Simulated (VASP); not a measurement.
# ScB2N3 (P6_3/mmc) in VASP: single point with PBE

Aim: the single point of ScB2N3 with PBE.

Program: VASP 6.6.1. These are calculated values, not measurements. Logs are shortened: lines on timing, memory, paths and dates and some standing lists are left out, and cuts for length are marked.

## (1) The cell of the first run

It takes space group P6_3/mmc (No. 194, hexagonal). Conventional cell: a = 2.810 Å, b = 2.810 Å, c = 17.219 Å, α = 90.00°, β = 90.00°, γ = 120.00°. Sc (site symmetry -6m2) has 6 N at 2.58 Å and 6 Sc at 2.81 Å within 3.4 Å. Within 2.6 Å of B (site symmetry 3m) lie 6 N at 1.96 to 2.02 Å. N (site symmetry 3m) has 3 B at 1.96 Å and 3 Sc at 2.58 Å within 2.6 Å. N (site symmetry -3m) has 6 B at 2.02 Å within 2.7 Å.

## (2) Single point, PBE

INCAR

```
SYSTEM = ScB2N3
PREC = Accurate ; ENCUT = 520
EDIFF = 1E-7 ; ISMEAR = 0
SIGMA = 0.1 ; LREAL = .FALSE.
LASPH = .TRUE. ; NELM = 80
ALGO = Normal ; ISIF = 2
LWAVE = .FALSE. ; LCHARG = .FALSE.
GGA = PE ; NBANDS = 44
```

KPOINTS

```
Automatic mesh
0
G
  6 6 1
  0 0 0
```

POSCAR

```
ScB2N3
1.0
    2.8097297700      0.0000000000      0.0000000000
   -1.4048648900      2.4332973600      0.0000000000
    0.0000000000      0.0000000000     17.2186101800
Sc B N
2 4 6
Direct
    0.0000000000      0.0000000000      0.7500000000
    0.0000000000      0.0000000000      0.2500000000
    0.3333333300      0.6666666700      0.4305412200
    0.6666666700      0.3333333300      0.9305412200
    0.3333333300      0.6666666700      0.0694587800
    0.6666666700      0.3333333300      0.5694587800
    0.6666666700      0.3333333300      0.3661594700
    0.3333333300      0.6666666700      0.8661594700
    0.3333333300      0.6666666700      0.6338405300
    0.6666666700      0.3333333300      0.1338405300
    0.0000000000      0.0000000000      0.5000000000
    0.0000000000      0.0000000000      0.0000000000
```

Potentials or basis: VASP PAW PBE potentials, release 64 (Sc_sv, B, N).

On the command line:

```sh
$ cat potpaw_PBE.64/Sc_sv/POTCAR potpaw_PBE.64/B/POTCAR potpaw_PBE.64/N/POTCAR > POTCAR
$ mpirun -np 1 vasp_std > vasp.out
```

OUTCAR:

```text
SYSTEM = ScB2N3
   PREC = Accurate
   ENCUT = 520
   EDIFF = 1E-7
   ISMEAR = 0
   LREAL = .FALSE.
   LASPH = .TRUE.
   NELM = 80
   ISIF = 2
   GGA = PE

 ion  position               nearest neighbor table
   1  0.000  0.000  0.750-   8 2.58   9 2.58   8 2.58   9 2.58   8 2.58   9 2.58
   2  0.000  0.000  0.250-   7 2.58  10 2.58   7 2.58  10 2.58   7 2.58  10 2.58
   3  0.333  0.667  0.431-   7 1.96   7 1.96   7 1.96
   4  0.667  0.333  0.931-   8 1.96   8 1.96   8 1.96
   5  0.333  0.667  0.069-  10 1.96  10 1.96  10 1.96
   6  0.667  0.333  0.569-   9 1.96   9 1.96   9 1.96
   7  0.667  0.333  0.366-   3 1.96   3 1.96   3 1.96   2 2.58   2 2.58   2 2.58
   8  0.333  0.667  0.866-   4 1.96   4 1.96   4 1.96   1 2.58   1 2.58   1 2.58
   9  0.333  0.667  0.634-   6 1.96   6 1.96   6 1.96   1 2.58   1 2.58   1 2.58
  10  0.667  0.333  0.134-   5 1.96   5 1.96   5 1.96   2 2.58   2 2.58   2 2.58
  11  0.000  0.000  0.500-
  12  0.000  0.000  0.000-

  LATTYP: Found a hexagonal cell.
 ALAT       =     2.8097297700
 C/A-ratio  =     6.1282086142

  Lattice vectors:

 A1 = (   2.8097297700,   0.0000000000,   0.0000000000)
 A2 = (  -1.4048648900,   2.4332973600,   0.0000000000)
 A3 = (   0.0000000000,   0.0000000000,  17.2186101800)

Analysis of symmetry for initial positions (statically):
=====================================================================
 Subroutine PRICEL returns:
 Original cell was already a primitive cell.

 Routine SETGRP: Setting up the symmetry group for a
 hexagonal supercell.

 Subroutine GETGRP returns: Found 24 space group operations
 (whereof 12 operations were pure point group operations)
 out of a pool of 24 trial point group operations.

The static configuration has the point symmetry D_3d.
 The point group associated with its full space group is D_6h.

Analysis of symmetry for dynamics (positions and initial velocities):
=====================================================================
 Subroutine PRICEL returns:
 Original cell was already a primitive cell.

 Routine SETGRP: Setting up the symmetry group for a
 hexagonal supercell.

 Subroutine GETGRP returns: Found 24 space group operations
 (whereof 12 operations were pure point group operations)
 out of a pool of 24 trial point group operations.

The dynamic configuration has the point symmetry D_3d.
 The point group associated with its full space group is D_6h.

 Subroutine INISYM returns: Found 24 space group operations
 (whereof 12 operations are pure point group operations),
 and found     1 'primitive' translations

----------------------------------------------------------------------------------------

                                     Primitive cell

  volume of cell :     117.7221

  direct lattice vectors                    reciprocal lattice vectors
     2.809729770  0.000000000  0.000000000     0.355906113  0.205482491  0.000000000
    -1.404864890  2.433297360  0.000000000     0.000000000  0.410964980  0.000000000
     0.000000000  0.000000000 17.218610180     0.000000000  0.000000000  0.058076697

  length of vectors
     2.809729770  2.809729774 17.218610180     0.410964980  0.410964980  0.058076697

  position of ions in fractional coordinates (direct lattice)
     0.000000000  0.000000000  0.750000000
     0.000000000  0.000000000  0.250000000
     0.333333330  0.666666670  0.430541220
     0.666666670  0.333333330  0.930541220
     0.333333330  0.666666670  0.069458780
     0.666666670  0.333333330  0.569458780
     0.666666670  0.333333330  0.366159470
     0.333333330  0.666666670  0.866159470
     0.333333330  0.666666670  0.633840530
     0.666666670  0.333333330  0.133840530
     0.000000000  0.000000000  0.500000000
     0.000000000  0.000000000  0.000000000

  ion indices of the primitive-cell ions
   primitive index   ion index
                 1           1
                 2           2
                 3           3
                 4           4
                 5           5
                 6           6
                 7           7
                 8           8
                 9           9
                10          10
                11          11
                12          12

----------------------------------------------------------------------------------------

 KPOINTS: Automatic mesh

Automatic generation of k-mesh.
 Grid dimensions read from file:
 generate k-points for:    6    6    1

 Generating k-lattice:

  Cartesian coordinates                     Fractional coordinates (reciprocal lattice)
     0.059317685  0.034247082  0.000000000     0.166666667  0.000000000  0.000000000
     0.000000000  0.068494163  0.000000000     0.000000000  0.166666667  0.000000000
     0.000000000  0.000000000  0.058076697     0.000000000  0.000000000  1.000000000

  Length of vectors
     0.068494163  0.068494163  0.058076697

  Shift w.r.t. Gamma in fractional coordinates (k-lattice)
     0.000000000  0.000000000  0.000000000

 Subroutine IBZKPT returns following result:
 ===========================================

 Found      7 irreducible k-points:

 Following reciprocal coordinates:
            Coordinates               Weight
  0.000000  0.000000  0.000000      1.000000
  0.166667  0.000000  0.000000      6.000000
  0.333333  0.000000  0.000000      6.000000
  0.500000  0.000000  0.000000      3.000000
  0.166667  0.166667  0.000000      6.000000
  0.333333  0.166667  0.000000     12.000000
  0.333333  0.333333  0.000000      2.000000
   k-points           NKPTS =      7   k-points in BZ     NKDIM =      7   number of bands    NBANDS=     44
   number of dos      NEDOS =    301   number of ions     NIONS =     12
   total plane-waves  NPLWV =  73728
   dimension x,y,z NGX =    24 NGY =   24 NGZ =  128
   dimension x,y,z NGXF=    48 NGYF=   48 NGZF=  256
   ions per type =               2   4   6
   NGX,Y,Z   is equivalent  to a cutoff of  14.20, 14.20, 12.36 a.u.
   NGXF,Y,Z  is equivalent  to a cutoff of  28.40, 28.40, 24.72 a.u.
 SYSTEM =  ScB2N3
   PREC   = accura    normal or accurate (medium, high low for compatibility)
   ISTART =      0    job   : 0-new  1-cont  2-samecut
   ICHARG =      2    charge: 1-file 2-atom 10-const
   ISPIN  =      1    spin polarized calculation?
   LNONCOLLINEAR =      F non collinear calculations
   LSORBIT =      F    spin-orbit coupling
   LASPH  =      T    aspherical Exc in radial PAW
   ENCUT  =  520.0 eV  38.22 Ry    6.18 a.u.   5.22  5.22 32.02*2*pi/ulx,y,z
   NELM   =     80;   NELMIN=  2; NELMDL= -5     # of ELM steps
   EDIFF  = 0.1E-06   stopping-criterion for ELM
   LREAL  =      F    real-space projection
   EDIFFG = 0.1E-05   stopping-criterion for IOM
   NSW    =      0    number of steps for IOM
   IBRION =     -1    ionic relax: 0-MD 1-quasi-New 2-CG
   NFREE  =      0    steps in history (QN), initial steepest desc. (CG)
   ISIF   =      2    stress and relaxation
   ISYM   =      2    0-nonsym 1-usesym 2-fastsym
   POTIM  = 0.5000    time-step for ionic-motion
   TEBEG  =    0.0;   TEEND  =   0.0 temperature during run
   PSTRESS=    0.0 pullay stress
   NELECT =      64.0000    total number of electrons
   NUPDOWN=      -1.0000    fix difference up-down
   EMIN   =  10.00;   EMAX   =-10.00  energy-range for DOS
   EFERMI =   0.00;   METHOD = LEGACY
   ISMEAR =     0;   SIGMA  =   0.10  broadening in eV -4-tet -1-fermi 0-gaus
   EFERMI_NEDOS =   21; number of points for ismear=-14 and -15
   IALGO  =     38    algorithm
   IMIX   =      4    mixing-type and parameters
     AMIX     =   0.40;   BMIX     =  1.00
     AMIX_MAG =   1.60;   BMIX_MAG =  1.00
  volume/ion in A,a.u.               =       9.81        66.20
  Fermi-wavevector in a.u.,A,eV,Ry     =   1.336131  2.524921 24.289729  1.785245
  Thomas-Fermi vector in A             =   2.464781
   LORBIT       =      0    0 simple, 1 ext, 2 COOP (PROOUT), +10 PAW based schemes
   GGA     = PE    functional components
   LHFCALC =     F    Hartree Fock is set to
   AEXX    =    0.0000 exact exchange contribution
   IVDW    =     0    specifies the selected vdW correction
   LEPSILON=     F    determine dielectric tensor
   LRPA    =     F    only Hartree local field effects (RPA)
 non-spin polarized calculation
 Gauss-broadening in eV      SIGMA  =   0.10
  energy-cutoff  :      520.00
  volume of cell :      117.72
 maximum number of plane-waves:      3212
 NGX is ok and might be reduce to    24
   NGX = 11   NGY = 11   NGZ = 65

 number of electron      64.0000003 magnetization

 Free energy of the ion-electron system (eV)
  ---------------------------------------------------
  ext. energy  EPLUGINS =         0.00000000
  ---------------------------------------------------
  free energy    TOTEN  =       -78.50202861 eV

  energy without entropy =      -78.46787399  energy(sigma->0) =      -78.48495130

 E-fermi :   4.8374     XC(G=0): -11.5335

 val. band max:        4.8051063838   @ k =   0.3333   0.1667   0.0000
 cond. band min:       4.9081491056   @ k =   0.3333   0.0000   0.0000
 fundamental gap:      0.1030427218
 Fermi energy:         4.8373964385

 k-point     1 :       0.0000    0.0000    0.0000
  band No.  band energies     occupation
      1     -44.4688      2.00000
      2     -44.4688      2.00000
      3     -22.9879      2.00000
      4     -22.9879      2.00000
      5     -22.5391      2.00000
      6     -22.5391      2.00000
[... 36 lines left out ...]
     43       9.1690      0.00000
     44       9.1691      0.00000

 k-point     2 :       0.1667    0.0000    0.0000
  band No.  band energies     occupation
      1     -44.4126      2.00000
      2     -44.4126      2.00000
      3     -22.9328      2.00000
      4     -22.9328      2.00000
      5     -22.8463      2.00000
      6     -22.8463      2.00000
[... 227 lines left out ...]
 k-point     7 :       0.3333    0.3333    0.0000
  band No.  band energies     occupation
      1     -44.2109      2.00000
      2     -44.2109      2.00000
      3     -23.3606      2.00000
      4     -23.3606      2.00000
      5     -23.3524      2.00000
      6     -23.3524      2.00000
[... 36 lines left out ...]
     43       9.2369      0.00000
     44       9.2372      0.00000

------------------------ aborting loop because EDIFF is reached ----------------------------------------

  FORCE on cell =-STRESS in cart. coord.  units (eV):
  Direction    XX          YY          ZZ          XY          YZ          ZX
  --------------------------------------------------------------------------------------
  -------------------------------------------------------------------------------------
  Total      -19.4910300    -19.4910301    -52.0445883      0.0000000      0.0000000     -0.0000000
  in kB     -265.2696360   -265.2696363   -708.3180814      0.0000005      0.0000000     -0.0000000
  external PRESSURE =    -412.9524512 kB  Pullay stress =       0.0000000 kB

 VOLUME and BASIS-vectors are now :
 -----------------------------------------------------------------------------
  energy-cutoff  :      520.00
  volume of cell :      117.72
      direct lattice vectors                 reciprocal lattice vectors
     2.809729770  0.000000000  0.000000000     0.355906113  0.205482491  0.000000000
    -1.404864890  2.433297360  0.000000000     0.000000000  0.410964980  0.000000000
     0.000000000  0.000000000 17.218610180     0.000000000  0.000000000  0.058076697

 POSITION                                       TOTAL-FORCE (eV/Angst)
 -----------------------------------------------------------------------------------
      0.00000      0.00000     12.91396         0.000000      0.000000     -0.000000
      0.00000      0.00000      4.30465         0.000000     -0.000000     -0.000000
     -0.00000      1.62220      7.41332         0.000000      0.000000     -2.053986
      1.40486      0.81110     16.02263         0.000000     -0.000000     -2.053986
     -0.00000      1.62220      1.19598        -0.000000      0.000000      2.053986
      1.40486      0.81110      9.80529         0.000000     -0.000000      2.053986
      1.40486      0.81110      6.30476         0.000000     -0.000000      1.945507
     -0.00000      1.62220     14.91406        -0.000000     -0.000000      1.945507
     -0.00000      1.62220     10.91385        -0.000000      0.000000     -1.945507
      1.40486      0.81110      2.30455         0.000000     -0.000000     -1.945507
      0.00000      0.00000      8.60931         0.000000     -0.000000     -0.000000
      0.00000      0.00000      0.00000         0.000000     -0.000000     -0.000000
 -----------------------------------------------------------------------------------
    total drift:                                0.000000     -0.000000      0.000000

  FREE ENERGIE OF THE ION-ELECTRON SYSTEM (eV)
  ---------------------------------------------------
  free  energy   TOTEN  =       -78.5020286050 eV

  energy  without entropy=      -78.4678739936  energy(sigma->0) =      -78.48495130
```

Run time: 92 s. Hardware: 1 thread of AMD EPYC 7R43 (Zen 3), shared host; peak memory 0.22 GiB.

What came out:

* Free energy: -78.5020 eV
* Pressure: -41.3 GPa
* Largest force: 2.054 eV/Å
* Band gap on the k mesh: zero (band 32 reaches 5.20 eV, above the bottom of band 33 at 4.69 eV)

Forces in eV/Å, atoms in the order of the input:
```
Sc   0.000  0.000  0.000
Sc   0.000  0.000  0.000
B    0.000  0.000 -2.054
B    0.000  0.000 -2.054
B    0.000  0.000  2.054
B    0.000  0.000  2.054
N    0.000  0.000  1.946
N    0.000  0.000  1.946
N    0.000  0.000 -1.946
N    0.000  0.000 -1.946
N    0.000  0.000  0.000
N    0.000  0.000  0.000
```

Stress tensor (GPa, compression positive):
```
-26.53   0.00   0.00
  0.00 -26.53   0.00
  0.00   0.00 -70.83
```

Levels at points of the mesh, in eV from the Fermi level:
| k point | band 28 | band 29 | band 30 | band 31 | band 32 | band 33 | band 34 | band 35 | band 36 | band 37 |
| --- | --- | --- | --- | --- | --- | --- | --- | --- | --- | --- |
| (0.00, 0.00, 0.00) | 0.21 | 0.29 | 0.29 | 0.37 | 0.37 | 0.45 | 0.45 | 2.11 | 2.11 | 2.13 |
| (0.50, 0.00, 0.00) | -1.38 | -1.32 | -1.14 | -0.94 | -0.34 | -0.15 | 0.08 | 1.29 | 1.45 | 2.29 |

Caveat: the k points lie up to 0.43 Å⁻¹ apart; forces of over 1 eV/Å act on the atoms, so gaps and moduli don't describe the material at rest.
